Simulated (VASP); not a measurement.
# Ag (P6_3/mmc) in VASP: further runs

The runs below take Ag through electric field gradients, with LDA.

Program: VASP 6.6.1. These are calculated values, not measurements. Logs are shortened: lines on timing, memory, paths and dates and some standing lists are left out, and cuts for length are marked.

### 1 The cell of the first run

The structure is hexagonal, space group P6_3/mmc (No. 194). Conventional cell: a = 2.905 Å, b = 2.905 Å, c = 10.066 Å, α = 90.00°, β = 90.00°, γ = 120.00°. Ag (site symmetry -6m2) has 12 Ag at 2.91 to 3.02 Å within 3.8 Å. Within 3.8 Å of Ag (site symmetry -3m) lie 12 Ag at 2.91 to 3.02 Å.

This isn't the form of Ag at room conditions, which is fcc.

### 2 Electric field gradients, LDA (18.40 Å³/atom)

The input, INCAR:

```
PREC = Accurate ; ENCUT = 520
EDIFF = 1E-8 ; ISMEAR = -1
SIGMA = 0.08 ; LREAL = F
LASPH = T ; NELM = 80
ALGO = Normal ; ISIF = 2
LWAVE = F ; LCHARG = F
GGA = CA ; LEFG = T
NBANDS = 30
```

The input, KPOINTS:

```
Automatic mesh
0
Gamma
  14 14 4
```

The input, POSCAR:

```
Ag
1.0
    2.9053133657      0.0000000000      0.0000000000
   -1.4526566828      2.5160751807      0.0000000000
    0.0000000000      0.0000000000     10.0662270956
Ag
4
Direct
    0.3333333333      0.6666666667      0.2500000000
    0.6666666667      0.3333333333      0.7500000000
    0.0000000000      0.0000000000      0.0000000000
    0.0000000000      0.0000000000      0.5000000000
```

Potentials or basis: VASP PAW LDA potentials, release 64 (Ag).

On the command line:

```
$ cat potpaw_LDA.64/Ag/POTCAR > POTCAR
$ mpirun -np 1 vasp_std > vasp.out
```

OUTCAR:

```text
PREC = Accurate
   ENCUT = 520
   EDIFF = 1E-8
   ISMEAR = -1
   LREAL = F
   LASPH = T
   NELM = 80
   ISIF = 2
   GGA = CA

 ion  position               nearest neighbor table
   1  0.333  0.667  0.250-   3 3.02   4 3.02   3 3.02   4 3.02   3 3.02   4 3.02
   2  0.667  0.333  0.750-   3 3.02   4 3.02   3 3.02   4 3.02   3 3.02   4 3.02
   3  0.000  0.000  0.000-   1 3.02   2 3.02   2 3.02   1 3.02   2 3.02   1 3.02
   4  0.000  0.000  0.500-   1 3.02   2 3.02   2 3.02   1 3.02   2 3.02   1 3.02

  LATTYP: Found a hexagonal cell.
 ALAT       =     2.9053133657
 C/A-ratio  =     3.4647646668

  Lattice vectors:

 A1 = (   2.9053133657,   0.0000000000,   0.0000000000)
 A2 = (  -1.4526566828,   2.5160751807,   0.0000000000)
 A3 = (   0.0000000000,   0.0000000000,  10.0662270956)

Analysis of symmetry for initial positions (statically):
=====================================================================
 Subroutine PRICEL returns:
 Original cell was already a primitive cell.

 Routine SETGRP: Setting up the symmetry group for a
 hexagonal supercell.

 Subroutine GETGRP returns: Found 24 space group operations
 (whereof 12 operations were pure point group operations)
 out of a pool of 24 trial point group operations.

The static configuration has the point symmetry D_3d.
 The point group associated with its full space group is D_6h.

Analysis of symmetry for dynamics (positions and initial velocities):
=====================================================================
 Subroutine PRICEL returns:
 Original cell was already a primitive cell.

 Routine SETGRP: Setting up the symmetry group for a
 hexagonal supercell.

 Subroutine GETGRP returns: Found 24 space group operations
 (whereof 12 operations were pure point group operations)
 out of a pool of 24 trial point group operations.

The dynamic configuration has the point symmetry D_3d.
 The point group associated with its full space group is D_6h.

 Subroutine INISYM returns: Found 24 space group operations
 (whereof 12 operations are pure point group operations),
 and found     1 'primitive' translations

----------------------------------------------------------------------------------------

                                     Primitive cell

  volume of cell :      73.5840

  direct lattice vectors                    reciprocal lattice vectors
     2.905313366  0.000000000  0.000000000     0.344196950  0.198722202  0.000000000
    -1.452656683  2.516075181  0.000000000     0.000000000  0.397444404  0.000000000
     0.000000000  0.000000000 10.066227096     0.000000000  0.000000000  0.099342086

  length of vectors
     2.905313366  2.905313366 10.066227096     0.397444404  0.397444404  0.099342086

  position of ions in fractional coordinates (direct lattice)
     0.333333333  0.666666667  0.250000000
     0.666666667  0.333333333  0.750000000
     0.000000000  0.000000000  0.000000000
     0.000000000  0.000000000  0.500000000

  ion indices of the primitive-cell ions
   primitive index   ion index
                 1           1
                 2           2
                 3           3
                 4           4

----------------------------------------------------------------------------------------

 KPOINTS: Automatic mesh

Automatic generation of k-mesh.
 Grid dimensions read from file:
 generate k-points for:   14   14    4

 Generating k-lattice:

  Cartesian coordinates                     Fractional coordinates (reciprocal lattice)
     0.024585496  0.014194443  0.000000000     0.071428571  0.000000000  0.000000000
[... 42 lines left out ...]
   number of dos      NEDOS =    301   number of ions     NIONS =      4
   total plane-waves  NPLWV =  46080
   dimension x,y,z NGX =    24 NGY =   24 NGZ =   80
   dimension x,y,z NGXF=    48 NGYF=   48 NGZF=  160
   ions per type =               4
   NGX,Y,Z   is equivalent  to a cutoff of  13.73, 13.73, 13.21 a.u.
   NGXF,Y,Z  is equivalent  to a cutoff of  27.47, 27.47, 26.42 a.u.
 SYSTEM =  unknown system
   PREC   = accura    normal or accurate (medium, high low for compatibility)
   ISTART =      0    job   : 0-new  1-cont  2-samecut
   ICHARG =      2    charge: 1-file 2-atom 10-const
   ISPIN  =      1    spin polarized calculation?
   LNONCOLLINEAR =      F non collinear calculations
   LSORBIT =      F    spin-orbit coupling
   LASPH  =      T    aspherical Exc in radial PAW
   ENCUT  =  520.0 eV  38.22 Ry    6.18 a.u.   5.40  5.40 18.72*2*pi/ulx,y,z
   NELM   =     80;   NELMIN=  2; NELMDL= -5     # of ELM steps
   EDIFF  = 0.1E-07   stopping-criterion for ELM
   LREAL  =      F    real-space projection
   EDIFFG = 0.1E-06   stopping-criterion for IOM
   NSW    =      0    number of steps for IOM
   IBRION =     -1    ionic relax: 0-MD 1-quasi-New 2-CG
   NFREE  =      0    steps in history (QN), initial steepest desc. (CG)
   ISIF   =      2    stress and relaxation
   ISYM   =      2    0-nonsym 1-usesym 2-fastsym
   POTIM  = 0.5000    time-step for ionic-motion
   TEBEG  =    0.0;   TEEND  =   0.0 temperature during run
   PSTRESS=    0.0 pullay stress
   NELECT =      44.0000    total number of electrons
   NUPDOWN=      -1.0000    fix difference up-down
   EMIN   =  10.00;   EMAX   =-10.00  energy-range for DOS
   EFERMI =   0.00;   METHOD = LEGACY
   ISMEAR =    -1;   SIGMA  =   0.08  broadening in eV -4-tet -1-fermi 0-gaus
   EFERMI_NEDOS =   21; number of points for ismear=-14 and -15
   IALGO  =     38    algorithm
   IMIX   =      4    mixing-type and parameters
     AMIX     =   0.40;   BMIX     =  1.00
     AMIX_MAG =   1.60;   BMIX_MAG =  1.00
  volume/ion in A,a.u.               =      18.40       124.14
  Fermi-wavevector in a.u.,A,eV,Ry     =   1.379213  2.606334 25.881383  1.902228
  Thomas-Fermi vector in A             =   2.504203
   LORBIT       =      0    0 simple, 1 ext, 2 COOP (PROOUT), +10 PAW based schemes
   GGA     = CA    functional components
   LHFCALC =     F    Hartree Fock is set to
   AEXX    =    0.0000 exact exchange contribution
   IVDW    =     0    specifies the selected vdW correction
   LEPSILON=     F    determine dielectric tensor
   LRPA    =     F    only Hartree local field effects (RPA)
 non-spin polarized calculation
  energy-cutoff  :      520.00
  volume of cell :       73.58
 maximum number of plane-waves:      2035
 NGX is ok and might be reduce to    24
   NGX = 11   NGY = 11   NGZ = 37

 number of electron      43.9999995 magnetization

 Free energy of the ion-electron system (eV)
  ---------------------------------------------------
  ext. energy  EPLUGINS =         0.00000000
  ---------------------------------------------------
  free energy    TOTEN  =       -14.65991271 eV

  energy without entropy =      -14.63222507  energy(sigma->0) =      -14.64606889

 E-fermi :   7.0858     XC(G=0): -12.1387

 val. band max:        7.0840356957   @ k =   0.3571   0.1429   0.5000
 cond. band min:       7.0902240989   @ k =   0.3571  -0.0000   0.2500
 fundamental gap:      0.0061884031
 Fermi energy:         7.0858128363

 k-point     1 :       0.0000    0.0000    0.0000
  band No.  band energies     occupation
      1      -0.1655      2.00000
      2       0.9923      2.00000
      3       0.9944      2.00000
      4       1.1081      2.00000
      5       2.3908      2.00000
      6       2.6269      2.00000
[... 781 lines left out ...]
     29      13.5127      0.00000
     30      15.6273      0.00000

 [... further k-points ...]

------------------------ aborting loop because EDIFF is reached ----------------------------------------

  FORCE on cell =-STRESS in cart. coord.  units (eV):
  Direction    XX          YY          ZZ          XY          YZ          ZX
  --------------------------------------------------------------------------------------
  -------------------------------------------------------------------------------------
  Total       -5.1462583     -5.1462583     -6.6503387     -0.0000000     -0.0000000      0.0000000
  in kB     -112.0518011   -112.0518011   -144.8008228     -0.0000000     -0.0000000      0.0000000
  external PRESSURE =    -122.9681417 kB  Pullay stress =       0.0000000 kB

 VOLUME and BASIS-vectors are now :
 -----------------------------------------------------------------------------
  energy-cutoff  :      520.00
  volume of cell :       73.58
      direct lattice vectors                 reciprocal lattice vectors
     2.905313366  0.000000000  0.000000000     0.344196950  0.198722202  0.000000000
    -1.452656683  2.516075181  0.000000000     0.000000000  0.397444404  0.000000000
     0.000000000  0.000000000 10.066227096     0.000000000  0.000000000  0.099342086

 POSITION                                       TOTAL-FORCE (eV/Angst)
 -----------------------------------------------------------------------------------
     -0.00000      1.67738      2.51656        -0.000000     -0.000000      0.000000
      1.45266      0.83869      7.54967         0.000000      0.000000      0.000000
      0.00000      0.00000      0.00000        -0.000000     -0.000000     -0.000000
      0.00000      0.00000      5.03311        -0.000000     -0.000000     -0.000000
 -----------------------------------------------------------------------------------
    total drift:                               -0.000000      0.000000     -0.000000

  FREE ENERGIE OF THE ION-ELECTRON SYSTEM (eV)
  ---------------------------------------------------
  free  energy   TOTEN  =       -14.6599127102 eV

  energy  without entropy=      -14.6322250735  energy(sigma->0) =      -14.64606889

 Electric field gradients (V/A^2)
---------------------------------------------------------------------
 ion       V_xx      V_yy      V_zz      V_xy      V_xz      V_yz
---------------------------------------------------------------------
   1      -5.144    -5.145    10.289    -0.001     0.000     0.000
   2      -5.144    -5.145    10.289    -0.001     0.000    -0.000
   3      -4.724    -4.725     9.450    -0.001     0.000    -0.000
   4      -4.724    -4.725     9.450    -0.001    -0.000     0.000
---------------------------------------------------------------------

 Electric field gradients after diagonalization (V/A^2)
 (convention: |V_zz| > |V_xx| > |V_yy|)
----------------------------------------------------------------------
 ion       V_xx      V_yy      V_zz     asymmetry (V_yy - V_xx)/ V_zz
----------------------------------------------------------------------
   1      -5.146    -5.144    10.289       0.000
   2      -5.146    -5.144    10.289       0.000
   3      -4.726    -4.724     9.450       0.000
   4      -4.726    -4.724     9.450       0.000
----------------------------------------------------------------------

           NMR quadrupolar parameters

 Cq : quadrupolar parameter    Cq=e*Q*V_zz/h
 eta: asymmetry parameters     (V_yy - V_xx)/ V_zz
 Q  : nuclear electric quadrupole moment in mb (millibarn)
----------------------------------------------------------------------
 ion       Cq(MHz)       eta       Q (mb)
----------------------------------------------------------------------
   1       0.025       0.000       1.000
   2       0.025       0.000       1.000
   3       0.023       0.000       1.000
   4       0.023       0.000       1.000
----------------------------------------------------------------------
```

Wall time 1.9 min (1 thread of Intel Xeon Platinum 8259CL at 2.50GHz (Skylake/Cascade Lake), shared host); peak memory 0.24 GiB.

Results:

| Item | Value |
| --- | --- |
| Free energy | -14.6599 eV |
| Pressure | -12.3 GPa |
| Band gap on the k mesh | zero (bands 22 and 23 overlap by 5.97 eV) |
| Largest electric field gradient by atom | Ag +10.3, +9.4 (each value once) V/Å² |

Electric field gradients, principal values (V/Å²):
```tsv
atom	least	middle	greatest (by size)
1 Ag	-5.144	-5.146	10.289
2 Ag	-5.144	-5.146	10.289
3 Ag	-4.724	-4.726	9.450
4 Ag	-4.724	-4.726	9.450
```

Caveat: the cell stands under tension; without QUAD_EFG the Cq values of the log hold for a quadrupole moment of 1 mb, not for the nuclei.

### 3 Electric field gradients, LDA (18.76 Å³/atom)

This run uses another cell than the first one, of 18.76 Å³/atom.

The input, INCAR:

```
ALGO = Normal
EDIFF = 1E-8
ENCUT = 520
GGA = CA
ISIF = 2
ISMEAR = -1
LASPH = True
LCHARG = False
LEFG = True
LREAL = False
LWAVE = False
NBANDS = 30
NELM = 100
PREC = Accurate
SIGMA = 0.08
```

The input, KPOINTS:

```
k-points
0
Gamma
  14 14 4
```

The input, POSCAR:

```
Ag
1.0
    2.9241795655      0.0000000000      0.0000000000
   -1.4620897828      2.5324137891      0.0000000000
    0.0000000000      0.0000000000     10.1315940382
Ag
4
Direct
    0.3333333333      0.6666666667      0.2500000000
    0.6666666667      0.3333333333      0.7500000000
    0.0000000000      0.0000000000      0.0000000000
    0.0000000000      0.0000000000      0.5000000000
```

Potentials or basis: VASP PAW LDA potentials, release 64 (Ag).

On the command line:

```
$ cat potpaw_LDA.64/Ag/POTCAR > POTCAR
$ mpirun -np 1 vasp_std > vasp.out
```

OUTCAR:

```text
EDIFF = 1E-8
   ENCUT = 520
   GGA = CA
   ISIF = 2
   ISMEAR = -1
   LASPH = True
   LREAL = False
   NELM = 100
   PREC = Accurate

 ion  position               nearest neighbor table
   1  0.333  0.667  0.250-   3 3.04   4 3.04   3 3.04   4 3.04   3 3.04   4 3.04
   2  0.667  0.333  0.750-   3 3.04   4 3.04   3 3.04   4 3.04   3 3.04   4 3.04
   3  0.000  0.000  0.000-   1 3.04   2 3.04   2 3.04   1 3.04   2 3.04   1 3.04
   4  0.000  0.000  0.500-   1 3.04   2 3.04   2 3.04   1 3.04   2 3.04   1 3.04

  LATTYP: Found a hexagonal cell.
 ALAT       =     2.9241795655
 C/A-ratio  =     3.4647646669

  Lattice vectors:

 A1 = (   2.9241795655,   0.0000000000,   0.0000000000)
[... 1020 lines left out ...]
 ion       V_xx      V_yy      V_zz      V_xy      V_xz      V_yz
---------------------------------------------------------------------
   1      -4.825    -4.826     9.650    -0.001     0.000     0.000
   2      -4.825    -4.826     9.650    -0.001     0.000     0.000
   3      -4.493    -4.494     8.988    -0.001    -0.000     0.000
   4      -4.493    -4.494     8.988    -0.001     0.000    -0.000
---------------------------------------------------------------------

 Electric field gradients after diagonalization (V/A^2)
 (convention: |V_zz| > |V_xx| > |V_yy|)
----------------------------------------------------------------------
 ion       V_xx      V_yy      V_zz     asymmetry (V_yy - V_xx)/ V_zz
----------------------------------------------------------------------
   1      -4.826    -4.824     9.650       0.000
   2      -4.826    -4.824     9.650       0.000
   3      -4.495    -4.493     8.988       0.000
   4      -4.495    -4.493     8.988       0.000
----------------------------------------------------------------------

           NMR quadrupolar parameters

 Cq : quadrupolar parameter    Cq=e*Q*V_zz/h
 eta: asymmetry parameters     (V_yy - V_xx)/ V_zz
 Q  : nuclear electric quadrupole moment in mb (millibarn)
----------------------------------------------------------------------
 ion       Cq(MHz)       eta       Q (mb)
----------------------------------------------------------------------
   1       0.023       0.000       1.000
   2       0.023       0.000       1.000
   3       0.022       0.000       1.000
   4       0.022       0.000       1.000
----------------------------------------------------------------------
```

stdout:

```text
POSCAR found type information on POSCAR Ag
 POSCAR found :  1 types and       4 ions
 scaLAPACK will be used
 LDA part: xc-table for (Slater(with rela. corr.)+CA(PZ))
 , standard interpolation
 POSCAR, INCAR and KPOINTS ok, starting setup
 FFT: planning ... GRIDC
 FFT: planning ... GRID_SOFT
 FFT: planning ... GRID
 WAVECAR not read
 entering main loop
ion   1

ion   2

ion   3

ion   4
```

Wall time 1.9 min (1 thread of Intel Xeon Platinum 8259CL at 2.50GHz (Skylake/Cascade Lake), shared host); peak memory 0.25 GiB.

What came out:

- Free energy: -14.5450 eV
- Pressure: -13.3 GPa
- Band gap on the k mesh: zero (bands 22 and 23 overlap by 5.92 eV)
- Largest electric field gradient by atom: Ag +9.7, +9.0 (each value once) V/Å²

Stress tensor (GPa, compression positive):
```
-12.39   0.00   0.00
  0.00 -12.39   0.00
  0.00   0.00 -15.26
```

Levels at points of the mesh, in eV from the Fermi level:
```csv
k point,band 18,band 19,band 20,band 21,band 22,band 23,band 24,band 25,band 26,band 27
"(0.00, 0.00, 0.00)",-3.32,-3.32,-3.21,-3.21,-2.92,-2.92,-0.51,2.37,9.25,9.25
"(0.50, 0.00, 0.00)",-2.68,-2.67,-2.64,0.14,0.93,1.12,1.62,4.00,4.02,6.55
"(0.00, 0.00, 0.50)",-3.48,-3.03,-3.03,-3.03,-3.03,-2.44,-2.44,5.05,5.05,13.53
"(0.50, 0.00, 0.50)",-2.71,-2.65,-2.65,0.47,0.47,1.48,1.48,4.36,4.36,5.78
```

Electric field gradients, principal values (V/Å²):
| atom | least | middle | greatest (by size) |
| --- | --- | --- | --- |
| 1 Ag | -4.824 | -4.826 | 9.650 |
| 2 Ag | -4.824 | -4.826 | 9.650 |
| 3 Ag | -4.493 | -4.495 | 8.988 |
| 4 Ag | -4.493 | -4.495 | 8.988 |

Caveat: the cell stands under tension; without QUAD_EFG the Cq values of the log hold for a quadrupole moment of 1 mb, not for the nuclei.
